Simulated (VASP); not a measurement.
# K (Im-3m) in VASP: single point with PBE

Aim: the single point of K with PBE.

Everything below comes from runs of VASP 6.6.1. Logs are shortened: lines on timing, memory, paths and dates and some standing lists are left out, and cuts for length are marked.

### Step 1. The cell of the first run

The structure is cubic, space group Im-3m (No. 229). Conventional cell: a = 5.284 Å, b = 5.284 Å, c = 5.284 Å, α = 90.00°, β = 90.00°, γ = 90.00°.

### Step 2. Single point, PBE

POSCAR reads:

```
K
1.0
   -2.6420466740      2.6420466740      2.6420466740
    2.6420466740     -2.6420466740      2.6420466740
    2.6420466740      2.6420466740     -2.6420466740
K
1
Direct
    0.0000000000      0.0000000000      0.0000000000
```

INCAR.step1 reads:

```
PREC = Accurate
ENCUT = 520
EDIFF = 1E-6
ISMEAR = 0
SIGMA = 0.05
LREAL = False
LASPH = True
NELM = 100
ALGO = Normal
ISIF = 2
LWAVE = False
LCHARG = True
GGA = PE
NBANDS = 10
```

KPOINTS.step1 reads:

```
regular mesh
0
Gamma
  12 12 12
```

INCAR.step2 reads:

```
PREC = Accurate
ENCUT = 520
EDIFF = 1E-6
ISMEAR = -5
SIGMA = 0.05
LREAL = False
LASPH = True
NELM = 100
ALGO = Normal
ISIF = 2
LWAVE = False
LCHARG = False
GGA = PE
LORBIT = 11
NEDOS = 1001
ICHARG = 11
```

KPOINTS.step2 reads:

```
regular mesh
0
Gamma
  18 18 18
```

Potentials or basis: VASP PAW PBE potentials, release 64 (K_sv).

Command:

```bash
> cat potpaw_PBE.64/K_sv/POTCAR > POTCAR
> cp INCAR.step1 INCAR
> cp KPOINTS.step1 KPOINTS
> mpirun -np 1 vasp_std > vasp.out
> cp INCAR.step2 INCAR
> cp KPOINTS.step2 KPOINTS
> mpirun -np 1 vasp_std > vasp.out
```

OUTCAR:

```text
PREC = Accurate
   ENCUT = 520
   EDIFF = 1E-6
   ISMEAR = -5
   LREAL = False
   LASPH = True
   NELM = 100
   ISIF = 2
   GGA = PE
   LORBIT = 11
   ICHARG = 11

 ion  position               nearest neighbor table
   1  0.000  0.000  0.000-

  LATTYP: Found a body centered cubic cell.
 ALAT       =     5.2840933480

  Lattice vectors:

 A1 = (  -2.6420466740,   2.6420466740,   2.6420466740)
 A2 = (   2.6420466740,  -2.6420466740,   2.6420466740)
 A3 = (   2.6420466740,   2.6420466740,  -2.6420466740)

Analysis of symmetry for initial positions (statically):
=====================================================================
 Subroutine PRICEL returns:
 Original cell was already a primitive cell.

 Routine SETGRP: Setting up the symmetry group for a
 body centered cubic supercell.

 Subroutine GETGRP returns: Found 48 space group operations
 (whereof 48 operations were pure point group operations)
 out of a pool of 48 trial point group operations.

The static configuration has the point symmetry O_h .

Analysis of symmetry for dynamics (positions and initial velocities):
=====================================================================
 Subroutine PRICEL returns:
 Original cell was already a primitive cell.

 Routine SETGRP: Setting up the symmetry group for a
 body centered cubic supercell.

 Subroutine GETGRP returns: Found 48 space group operations
 (whereof 48 operations were pure point group operations)
 out of a pool of 48 trial point group operations.

The dynamic configuration has the point symmetry O_h .

 Subroutine INISYM returns: Found 48 space group operations
 (whereof 48 operations are pure point group operations),
 and found     1 'primitive' translations

----------------------------------------------------------------------------------------

                                     Primitive cell

  volume of cell :      73.7703

  direct lattice vectors                    reciprocal lattice vectors
    -2.642046674  2.642046674  2.642046674     0.000000000  0.189247224  0.189247224
     2.642046674 -2.642046674  2.642046674     0.189247224  0.000000000  0.189247224
     2.642046674  2.642046674 -2.642046674     0.189247224  0.189247224  0.000000000

  length of vectors
     4.576159075  4.576159075  4.576159075     0.267635992  0.267635992  0.267635992

  position of ions in fractional coordinates (direct lattice)
     0.000000000  0.000000000  0.000000000

  ion indices of the primitive-cell ions
   primitive index   ion index
                 1           1

----------------------------------------------------------------------------------------

 KPOINTS: regular mesh

Automatic generation of k-mesh.
 Grid dimensions read from file:
 generate k-points for:   18   18   18

 Generating k-lattice:

  Cartesian coordinates                     Fractional coordinates (reciprocal lattice)
     0.000000000  0.010513735  0.010513735     0.055555556  0.000000000  0.000000000
     0.010513735  0.000000000  0.010513735     0.000000000  0.055555556  0.000000000
     0.010513735  0.010513735  0.000000000     0.000000000  0.000000000  0.055555556

  Length of vectors
     0.014868666  0.014868666  0.014868666

  Shift w.r.t. Gamma in fractional coordinates (k-lattice)
     0.000000000  0.000000000  0.000000000

 TETIRR: Found   6794 inequivalent tetrahedra from    34992

 Subroutine IBZKPT returns following result:
 ===========================================

 Found    195 irreducible k-points:

 Following reciprocal coordinates:
            Coordinates               Weight
  0.000000  0.000000  0.000000      1.000000
  0.055556  0.000000  0.000000     12.000000
  0.111111  0.000000  0.000000     12.000000
  0.166667  0.000000  0.000000     12.000000
  0.222222  0.000000  0.000000     12.000000
  0.277778  0.000000  0.000000     12.000000
[... 16 lines left out ...]
  0.333333  0.111111  0.000000     48.000000
  0.388889  0.111111  0.000000     48.000000
 [... further k-points ...]
   k-points           NKPTS =    195   k-points in BZ     NKDIM =    195   number of bands    NBANDS=      8
   number of dos      NEDOS =   1001   number of ions     NIONS =      1
   total plane-waves  NPLWV =  46656
   dimension x,y,z NGX =    36 NGY =   36 NGZ =   36
   dimension x,y,z NGXF=    72 NGYF=   72 NGZF=   72
   ions per type =               1
   NGX,Y,Z   is equivalent  to a cutoff of  13.08, 13.08, 13.08 a.u.
   NGXF,Y,Z  is equivalent  to a cutoff of  26.16, 26.16, 26.16 a.u.
 SYSTEM =  unknown system
   PREC   = accura    normal or accurate (medium, high low for compatibility)
   ISTART =      0    job   : 0-new  1-cont  2-samecut
   ICHARG =     11    charge: 1-file 2-atom 10-const
   ISPIN  =      1    spin polarized calculation?
   LNONCOLLINEAR =      F non collinear calculations
   LSORBIT =      F    spin-orbit coupling
   LASPH  =      T    aspherical Exc in radial PAW
   ENCUT  =  520.0 eV  38.22 Ry    6.18 a.u.   8.51  8.51  8.51*2*pi/ulx,y,z
   NELM   =    100;   NELMIN=  2; NELMDL=  0     # of ELM steps
   EDIFF  = 0.1E-05   stopping-criterion for ELM
   LREAL  =      F    real-space projection
   EDIFFG = 0.1E-04   stopping-criterion for IOM
   NSW    =      0    number of steps for IOM
   IBRION =     -1    ionic relax: 0-MD 1-quasi-New 2-CG
   NFREE  =      0    steps in history (QN), initial steepest desc. (CG)
   ISIF   =      2    stress and relaxation
   ISYM   =      2    0-nonsym 1-usesym 2-fastsym
   POTIM  = 0.5000    time-step for ionic-motion
   TEBEG  =    0.0;   TEEND  =   0.0 temperature during run
   PSTRESS=    0.0 pullay stress
   NELECT =       9.0000    total number of electrons
   NUPDOWN=      -1.0000    fix difference up-down
   EMIN   =  10.00;   EMAX   =-10.00  energy-range for DOS
   EFERMI =   0.00;   METHOD = LEGACY
   ISMEAR =    -5;   SIGMA  =   0.05  broadening in eV -4-tet -1-fermi 0-gaus
   EFERMI_NEDOS =   21; number of points for ismear=-14 and -15
   IALGO  =     38    algorithm
   IMIX   =      4    mixing-type and parameters
     AMIX     =   0.40;   BMIX     =  1.00
     AMIX_MAG =   1.60;   BMIX_MAG =  1.00
  volume/ion in A,a.u.               =      73.77       497.83
  Fermi-wavevector in a.u.,A,eV,Ry     =   0.811949  1.534360  8.969783  0.659260
  Thomas-Fermi vector in A             =   1.921402
   LORBIT       =     11    0 simple, 1 ext, 2 COOP (PROOUT), +10 PAW based schemes
   GGA     = PE    functional components
   LHFCALC =     F    Hartree Fock is set to
   AEXX    =    0.0000 exact exchange contribution
   IVDW    =     0    specifies the selected vdW correction
   LEPSILON=     F    determine dielectric tensor
   LRPA    =     F    only Hartree local field effects (RPA)
 non-spin polarized calculation
 Fermi weights with tetrahedron method with Bloechl corrections
  energy-cutoff  :      520.00
  volume of cell :       73.77
 maximum number of plane-waves:      2006
 NGX is ok and might be reduce to    36

 number of electron       9.0000001 magnetization

 Free energy of the ion-electron system (eV)
  ---------------------------------------------------
  ext. energy  EPLUGINS =         0.00000000
  ---------------------------------------------------
  free energy    TOTEN  =        -1.04723472 eV

  energy without entropy =       -1.04723472  energy(sigma->0) =       -1.04723472

 E-fermi :  -0.1047     XC(G=0):  -5.6441

 val. band max:       -0.1518414554   @ k =   0.2778   0.2222   0.0000
 cond. band min:      -0.0970280454   @ k =  -0.3333   0.3889   0.2222
 fundamental gap:      0.0548134100
 Fermi energy:        -0.1047421028

 k-point     1 :       0.0000    0.0000    0.0000
  band No.  band energies     occupation
      1     -32.2603      2.00000
      2     -15.7101      2.00000
      3     -15.7101      2.00000
      4     -15.7101      2.00000
      5      -2.2785      2.00000
      6       4.1649      0.00000
      7       4.1649      0.00000
      8       4.1649      0.00000

 k-point     2 :       0.0556    0.0000    0.0000
  band No.  band energies     occupation
      1     -32.2602      2.00000
      2     -15.7121      2.00000
      3     -15.7108      2.00000
      4     -15.7101      2.00000
      5      -2.2401      2.00000
      6       4.1125      0.00000
      7       4.1129      0.00000
      8       4.1953      0.00000

 k-point     3 :       0.1111    0.0000    0.0000
  band No.  band energies     occupation
      1     -32.2598      2.00000
      2     -15.7180      2.00000
      3     -15.7127      2.00000
      4     -15.7101      2.00000
      5      -2.1257      2.00000
      6       3.9099      0.00000
      7       3.9735      0.00000
      8       4.2864      0.00000

 k-point     4 :       0.1667    0.0000    0.0000
  band No.  band energies     occupation
      1     -32.2593      2.00000
      2     -15.7270      2.00000
      3     -15.7157      2.00000
      4     -15.7101      2.00000
      5      -1.9376      2.00000
      6       3.5327      0.00000
      7       3.7867      0.00000
      8       4.4368      0.00000

 k-point     5 :       0.2222    0.0000    0.0000
  band No.  band energies     occupation
      1     -32.2586      2.00000
      2     -15.7379      2.00000
      3     -15.7194      2.00000
      4     -15.7100      2.00000
      5      -1.6793      2.00000
      6       3.0594      0.00000
      7       3.5885      0.00000
      8       4.6520      0.00000
[... 177 lines left out ...]
 k-point    22 :       0.2778    0.1111    0.0000
  band No.  band energies     occupation
      1     -32.2571      2.00000
      2     -15.7604      2.00000
      3     -15.7280      2.00000
      4     -15.7128      2.00000
      5      -0.8713      2.00002
      6       2.0657      0.00000
      7       3.0269      0.00000
      8       4.7048      0.00000

 k-point    23 :       0.3333    0.1111    0.0000
  band No.  band energies     occupation
      1     -32.2566      2.00000
      2     -15.7677      2.00000
      3     -15.7317      2.00000
      4     -15.7129      2.00000
      5      -0.4437      2.08529
      6       1.5587      0.00000
      7       2.9134      0.00000
      8       4.6316      0.00000

 k-point    24 :       0.3889    0.1111    0.0000
  band No.  band energies     occupation
      1     -32.2563      2.00000
      2     -15.7725      2.00000
      3     -15.7341      2.00000
      4     -15.7129      2.00000
      5       0.0213      0.27890
      6       1.0470      0.00000
      7       2.8438      0.00000
      8       4.5427      0.00000

 [... further k-points ...]

------------------------ aborting loop because EDIFF is reached ----------------------------------------

  FORCE on cell =-STRESS in cart. coord.  units (eV):
  Direction    XX          YY          ZZ          XY          YZ          ZX
  --------------------------------------------------------------------------------------
  -------------------------------------------------------------------------------------
  Total       -0.0075226     -0.0075226     -0.0075226     -0.0000000      0.0000000     -0.0000000
  in kB       -0.1633798     -0.1633798     -0.1633798     -0.0000000      0.0000000     -0.0000000
  external PRESSURE =      -0.1633798 kB  Pullay stress =       0.0000000 kB

 VOLUME and BASIS-vectors are now :
 -----------------------------------------------------------------------------
  energy-cutoff  :      520.00
  volume of cell :       73.77
      direct lattice vectors                 reciprocal lattice vectors
    -2.642046674  2.642046674  2.642046674     0.000000000  0.189247224  0.189247224
     2.642046674 -2.642046674  2.642046674     0.189247224  0.000000000  0.189247224
     2.642046674  2.642046674 -2.642046674     0.189247224  0.189247224  0.000000000

 POSITION                                       TOTAL-FORCE (eV/Angst)
 -----------------------------------------------------------------------------------
      0.00000      0.00000      0.00000         0.000000      0.000000      0.000000
 -----------------------------------------------------------------------------------
    total drift:                               -0.000000      0.000000      0.000000

  FREE ENERGIE OF THE ION-ELECTRON SYSTEM (eV)
  ---------------------------------------------------
  free  energy   TOTEN  =        -1.0472347187 eV

  energy  without entropy=       -1.0472347187  energy(sigma->0) =       -1.04723472

 total charge

# of ion       s       p       d       tot
------------------------------------------
    1        1.980   5.554   0.005   7.540
```

Run time: 52 s. Hardware: 1 thread of Intel Xeon 6975P-C (Granite Rapids), shared host; peak memory 0.27 GiB.

What came out:

```
Valence electrons inside the program's atomic spheres : K 7.54
```
